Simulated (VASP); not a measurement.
Runs of VASP 6.6.1 on MgS. The structure is that of space group R3m (No. 160), or close to it. The cells are those of the table. 

```tsv
cell	gap on the mesh (eV)	pressure (GPa)	largest force (eV/Å)
a = 4.057, b = 4.057, c = 3.743 Å, angles 57.2, 57.2, 60.0°, 2 atoms	3.25	6.9	(c)
a = 4.285, b = 4.285, c = 3.971 Å, angles 57.3, 57.3, 60.0°, 2 atoms	2.59	-3.4	0.09
a = 4.219, b = 4.189, c = 4.189 Å, angles 59.2°, 2 atoms	2.33	(b)	0.79
a = 4.007 Å, angles 60.0°, 2 atoms	(a)	2.2	1.61
```

Alike in all rows: task single point; level PBE; potentials or basis VASP PAW PBE potentials, release 64 (Mg, S); no spin polarisation; k mesh 8 × 8 × 8; cutoff (eV) 520; smearing gaussian 0.02 eV.

Fill in the values left out.

(a) 3.18; (b) -2.0; (c) 0.65.

Caveats: forces of over 1 eV/Å act on the atoms, so gaps and moduli don't describe the material at rest (some runs).

A k mesh can miss the band edges.
